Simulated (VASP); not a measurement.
# RuAu (Pm-3m) in VASP: a series of runs

RuAu is run at these levels: LDA, PBEsol, BLYP; tasks: single point.

All numbers are computed with VASP 6.6.1; they aren't measurements. Logs are shortened: lines on timing, memory, paths and dates and some standing lists are left out, and cuts for length are marked.

## 1. The cell of the first run

The structure is cubic, space group Pm-3m (No. 221). Conventional cell: a = 3.165 Å, b = 3.165 Å, c = 3.165 Å, α = 90.00°, β = 90.00°, γ = 90.00°. Within 3.6 Å of Ru (site symmetry m-3m) lie 8 Au at 2.74 Å and 6 Ru at 3.16 Å. Au (site symmetry m-3m) has 8 Ru at 2.74 Å and 6 Au at 3.16 Å within 3.6 Å.

## 2. Single point, LDA

Contents of INCAR:

```
PREC = Accurate ; ENCUT = 500
EDIFF = 1E-6 ; ISMEAR = -1
SIGMA = 0.05 ; LREAL = False
LASPH = True ; NELM = 120
ALGO = Normal ; ISIF = 2
LWAVE = False ; LCHARG = False
NBANDS = 20 ; GGA_COMPAT = False
```

Contents of KPOINTS:

```
regular mesh
0
Gamma
  5 5 5
```

Contents of POSCAR:

```
RuAu
1.0
    3.1648100000      0.0000000000      0.0000000000
    0.0000000000      3.1648100000      0.0000000000
    0.0000000000      0.0000000000      3.1648100000
Ru Au
1 1
Direct
    0.0000000000      0.0000000000      0.0000000000
    0.5000000000      0.5000000000      0.5000000000
```

Potentials or basis: VASP PAW LDA potentials, release 64 (Ru_pv, Au).

On the command line:

```sh
cat potpaw_LDA.64/Ru_pv/POTCAR potpaw_LDA.64/Au/POTCAR > POTCAR
mpirun -np 1 vasp_std > vasp.out
```

OUTCAR:

```text
PREC = Accurate
   ENCUT = 500
   EDIFF = 1E-6
   ISMEAR = -1
   LREAL = False
   LASPH = True
   NELM = 120
   ISIF = 2

 ion  position               nearest neighbor table
   1  0.000  0.000  0.000-   2 2.74   2 2.74   2 2.74   2 2.74   2 2.74   2 2.74   2 2.74   2 2.74

   2  0.500  0.500  0.500-   1 2.74   1 2.74   1 2.74   1 2.74   1 2.74   1 2.74   1 2.74   1 2.74

  LATTYP: Found a simple cubic cell.
 ALAT       =     3.1648100000

  Lattice vectors:

 A1 = (   3.1648100000,   0.0000000000,   0.0000000000)
 A2 = (   0.0000000000,   3.1648100000,   0.0000000000)
 A3 = (   0.0000000000,   0.0000000000,   3.1648100000)

Analysis of symmetry for initial positions (statically):
=====================================================================
 Subroutine PRICEL returns:
 Original cell was already a primitive cell.

 Routine SETGRP: Setting up the symmetry group for a
 simple cubic supercell.

 Subroutine GETGRP returns: Found 48 space group operations
 (whereof 48 operations were pure point group operations)
 out of a pool of 48 trial point group operations.

The static configuration has the point symmetry O_h .

Analysis of symmetry for dynamics (positions and initial velocities):
=====================================================================
 Subroutine PRICEL returns:
 Original cell was already a primitive cell.

 Routine SETGRP: Setting up the symmetry group for a
 simple cubic supercell.

 Subroutine GETGRP returns: Found 48 space group operations
 (whereof 48 operations were pure point group operations)
 out of a pool of 48 trial point group operations.

The dynamic configuration has the point symmetry O_h .

 Subroutine INISYM returns: Found 48 space group operations
 (whereof 48 operations are pure point group operations),
 and found     1 'primitive' translations

----------------------------------------------------------------------------------------

                                     Primitive cell

  volume of cell :      31.6988

  direct lattice vectors                    reciprocal lattice vectors
     3.164810000  0.000000000  0.000000000     0.315974735  0.000000000  0.000000000
     0.000000000  3.164810000  0.000000000     0.000000000  0.315974735  0.000000000
     0.000000000  0.000000000  3.164810000     0.000000000  0.000000000  0.315974735

  length of vectors
     3.164810000  3.164810000  3.164810000     0.315974735  0.315974735  0.315974735

  position of ions in fractional coordinates (direct lattice)
     0.000000000  0.000000000  0.000000000
     0.500000000  0.500000000  0.500000000

  ion indices of the primitive-cell ions
   primitive index   ion index
                 1           1
                 2           2

----------------------------------------------------------------------------------------

 KPOINTS: regular mesh

Automatic generation of k-mesh.
 Grid dimensions read from file:
 generate k-points for:    5    5    5

 Generating k-lattice:

  Cartesian coordinates                     Fractional coordinates (reciprocal lattice)
     0.063194947  0.000000000  0.000000000     0.200000000  0.000000000  0.000000000
     0.000000000  0.063194947  0.000000000     0.000000000  0.200000000  0.000000000
     0.000000000  0.000000000  0.063194947     0.000000000  0.000000000  0.200000000

  Length of vectors
     0.063194947  0.063194947  0.063194947

  Shift w.r.t. Gamma in fractional coordinates (k-lattice)
     0.000000000  0.000000000  0.000000000

 Subroutine IBZKPT returns following result:
 ===========================================

 Found     10 irreducible k-points:

 Following reciprocal coordinates:
            Coordinates               Weight
  0.000000  0.000000  0.000000      1.000000
  0.200000  0.000000  0.000000      6.000000
  0.400000  0.000000  0.000000      6.000000
  0.200000  0.200000  0.000000     12.000000
  0.400000  0.200000  0.000000     24.000000
  0.400000  0.400000  0.000000     12.000000
  0.200000  0.200000  0.200000      8.000000
  0.400000  0.200000  0.200000     24.000000
  0.400000  0.400000  0.200000     24.000000
  0.400000  0.400000  0.400000      8.000000
   k-points           NKPTS =     10   k-points in BZ     NKDIM =     10   number of bands    NBANDS=     20
   number of dos      NEDOS =    301   number of ions     NIONS =      2
   total plane-waves  NPLWV =  13824
   dimension x,y,z NGX =    24 NGY =   24 NGZ =   24
   dimension x,y,z NGXF=    48 NGYF=   48 NGZF=   48
   ions per type =               1   1
   NGX,Y,Z   is equivalent  to a cutoff of  12.61, 12.61, 12.61 a.u.
   NGXF,Y,Z  is equivalent  to a cutoff of  25.21, 25.21, 25.21 a.u.
 SYSTEM =  unknown system
   PREC   = accura    normal or accurate (medium, high low for compatibility)
   ISTART =      0    job   : 0-new  1-cont  2-samecut
   ICHARG =      2    charge: 1-file 2-atom 10-const
   ISPIN  =      1    spin polarized calculation?
   LNONCOLLINEAR =      F non collinear calculations
   LSORBIT =      F    spin-orbit coupling
   LASPH  =      T    aspherical Exc in radial PAW
   ENCUT  =  500.0 eV  36.75 Ry    6.06 a.u.   5.77  5.77  5.77*2*pi/ulx,y,z
   NELM   =    120;   NELMIN=  2; NELMDL= -5     # of ELM steps
   EDIFF  = 0.1E-05   stopping-criterion for ELM
   LREAL  =      F    real-space projection
   EDIFFG = 0.1E-04   stopping-criterion for IOM
   NSW    =      0    number of steps for IOM
   IBRION =     -1    ionic relax: 0-MD 1-quasi-New 2-CG
   NFREE  =      0    steps in history (QN), initial steepest desc. (CG)
   ISIF   =      2    stress and relaxation
   ISYM   =      2    0-nonsym 1-usesym 2-fastsym
   POTIM  = 0.5000    time-step for ionic-motion
   TEBEG  =    0.0;   TEEND  =   0.0 temperature during run
   PSTRESS=    0.0 pullay stress
   NELECT =      25.0000    total number of electrons
   NUPDOWN=      -1.0000    fix difference up-down
   EMIN   =  10.00;   EMAX   =-10.00  energy-range for DOS
   EFERMI =   0.00;   METHOD = LEGACY
   ISMEAR =    -1;   SIGMA  =   0.05  broadening in eV -4-tet -1-fermi 0-gaus
   EFERMI_NEDOS =   21; number of points for ismear=-14 and -15
   IALGO  =     38    algorithm
   IMIX   =      4    mixing-type and parameters
     AMIX     =   0.40;   BMIX     =  1.00
     AMIX_MAG =   1.60;   BMIX_MAG =  1.00
  volume/ion in A,a.u.               =      15.85       106.96
  Fermi-wavevector in a.u.,A,eV,Ry     =   1.512541  2.858288 31.127146  2.287781
  Thomas-Fermi vector in A             =   2.622452
   LORBIT       =      0    0 simple, 1 ext, 2 COOP (PROOUT), +10 PAW based schemes
   GGA     = CA    functional components
   LHFCALC =     F    Hartree Fock is set to
   AEXX    =    0.0000 exact exchange contribution
   IVDW    =     0    specifies the selected vdW correction
   LEPSILON=     F    determine dielectric tensor
   LRPA    =     F    only Hartree local field effects (RPA)
 non-spin polarized calculation
  energy-cutoff  :      500.00
  volume of cell :       31.70
 maximum number of plane-waves:       812
 NGX is ok and might be reduce to    24
   NGX = 11   NGY = 11   NGZ = 11

 number of electron      24.9999992 magnetization

 Free energy of the ion-electron system (eV)
  ---------------------------------------------------
  ext. energy  EPLUGINS =         0.00000000
  ---------------------------------------------------
  free energy    TOTEN  =       -13.87889176 eV

  energy without entropy =      -13.87299090  energy(sigma->0) =      -13.87594133

 E-fermi :  10.0967     XC(G=0): -13.4343

 val. band max:        9.8354508276   @ k =   0.2000   0.2000   0.2000
 cond. band min:      10.2339141513   @ k =   0.4000   0.2000   0.2000
 fundamental gap:      0.3984633238
 Fermi energy:        10.0967431524

 k-point     1 :       0.0000    0.0000    0.0000
  band No.  band energies     occupation
      1     -32.1640      2.00000
      2     -32.1640      2.00000
      3     -32.1640      2.00000
      4       1.2386      2.00000
      5       3.6514      2.00000
      6       3.6514      2.00000
[... 12 lines left out ...]
     19      24.3756      0.00000
     20      27.0833      0.00000

 k-point     2 :       0.2000    0.0000    0.0000
  band No.  band energies     occupation
      1     -32.2023      2.00000
      2     -32.1619      2.00000
      3     -32.1619      2.00000
      4       1.9888      2.00000
      5       3.9548      2.00000
      6       4.1336      2.00000
[... 12 lines left out ...]
     19      25.3692      0.00000
     20      26.8423      0.00000

 k-point     3 :       0.4000    0.0000    0.0000
  band No.  band energies     occupation
      1     -32.2638      2.00000
      2     -32.1585      2.00000
      3     -32.1585      2.00000
      4       3.5920      2.00000
      5       4.6340      2.00000
      6       5.2486      2.00000
[... 12 lines left out ...]
     19      24.4872      0.00000
     20      26.1277      0.00000

 k-point     4 :       0.2000    0.2000    0.0000
  band No.  band energies     occupation
      1     -32.2012      2.00000
      2     -32.1967      2.00000
      3     -32.1593      2.00000
      4       2.6042      2.00000
      5       4.2170      2.00000
      6       4.5627      2.00000
[... 12 lines left out ...]
     19      25.9798      0.00000
     20      26.2475      0.00000

 k-point     5 :       0.4000    0.2000    0.0000
  band No.  band energies     occupation
      1     -32.2586      2.00000
      2     -32.1935      2.00000
      3     -32.1551      2.00000
      4       3.6725      2.00000
      5       4.4548      2.00000
      6       5.2293      2.00000
[... 12 lines left out ...]
     19      23.9247      0.00000
     20      25.1497      0.00000

 k-point     6 :       0.4000    0.4000    0.0000
  band No.  band energies     occupation
      1     -32.2509      2.00000
      2     -32.2492      2.00000
      3     -32.1496      2.00000
      4       3.4866      2.00000
      5       3.7396      2.00000
      6       4.8286      2.00000
[... 12 lines left out ...]
     19      23.7854      0.00000
     20      23.8705      0.00000

 k-point     7 :       0.2000    0.2000    0.2000
  band No.  band energies     occupation
      1     -32.1981      2.00000
      2     -32.1946      2.00000
      3     -32.1946      2.00000
      4       3.2449      2.00000
      5       4.7151      2.00000
      6       4.7151      2.00000
[... 12 lines left out ...]
     19      25.9536      0.00000
     20      25.9536      0.00000

 k-point     8 :       0.4000    0.2000    0.2000
  band No.  band energies     occupation
      1     -32.2544      2.00000
      2     -32.1913      2.00000
      3     -32.1899      2.00000
      4       4.1319      2.00000
      5       4.6434      2.00000
      6       4.9988      2.00000
[... 12 lines left out ...]
     19      22.3166      0.00000
     20      23.6848      0.00000

 k-point     9 :       0.4000    0.4000    0.2000
  band No.  band energies     occupation
      1     -32.2481      2.00000
      2     -32.2472      2.00000
      3     -32.1858      2.00000
      4       4.0389      2.00000
      5       4.2732      2.00000
      6       4.7686      2.00000
[... 12 lines left out ...]
     19      21.0733      0.00000
     20      23.3442      0.00000

 k-point    10 :       0.4000    0.4000    0.4000
  band No.  band energies     occupation
      1     -32.2441      2.00000
      2     -32.2441      2.00000
      3     -32.2434      2.00000
      4       4.4171      2.00000
      5       4.7267      2.00000
      6       4.7267      2.00000
[... 12 lines left out ...]
     19      21.0726      0.00000
     20      21.0824      0.00000

------------------------ aborting loop because EDIFF is reached ----------------------------------------

  FORCE on cell =-STRESS in cart. coord.  units (eV):
  Direction    XX          YY          ZZ          XY          YZ          ZX
  --------------------------------------------------------------------------------------
  -------------------------------------------------------------------------------------
  Total       -2.7954813     -2.7954813     -2.7954813      0.0000000      0.0000000      0.0000000
  in kB     -141.2941706   -141.2941706   -141.2941706      0.0000000      0.0000000      0.0000000
  external PRESSURE =    -141.2941706 kB  Pullay stress =       0.0000000 kB

 VOLUME and BASIS-vectors are now :
 -----------------------------------------------------------------------------
  energy-cutoff  :      500.00
  volume of cell :       31.70
      direct lattice vectors                 reciprocal lattice vectors
     3.164810000  0.000000000  0.000000000     0.315974735  0.000000000  0.000000000
     0.000000000  3.164810000  0.000000000     0.000000000  0.315974735  0.000000000
     0.000000000  0.000000000  3.164810000     0.000000000  0.000000000  0.315974735

 POSITION                                       TOTAL-FORCE (eV/Angst)
 -----------------------------------------------------------------------------------
      0.00000      0.00000      0.00000         0.000000      0.000000      0.000000
      1.58241      1.58241      1.58241         0.000000      0.000000      0.000000
 -----------------------------------------------------------------------------------
    total drift:                                0.000000      0.000000     -0.000000

  FREE ENERGIE OF THE ION-ELECTRON SYSTEM (eV)
  ---------------------------------------------------
  free  energy   TOTEN  =       -13.8788917586 eV

  energy  without entropy=      -13.8729908952  energy(sigma->0) =      -13.87594133
```

Wall time 4.4 s (1 thread of Intel Xeon Platinum 8559C (Emerald Rapids), shared host); peak memory 0.13 GiB.

Results:

| Property | Result |
| --- | --- |
| Free energy | -13.8789 eV |
| Pressure | -14.1 GPa |

Levels at points of the mesh, in eV from the Fermi level:
| k point | band 9 | band 10 | band 11 | band 12 | band 13 | band 14 | band 15 | band 16 |
| --- | --- | --- | --- | --- | --- | --- | --- | --- |
| (0.00, 0.00, 0.00) | -4.23 | -1.06 | -1.06 | 0.60 | 0.60 | 0.60 | 7.65 | 7.65 |

Caveat: the k points lie up to 0.40 Å⁻¹ apart; spin-orbit coupling is left out, which moves the levels of the heavy elements.

(Continued in part 2 of 2.)
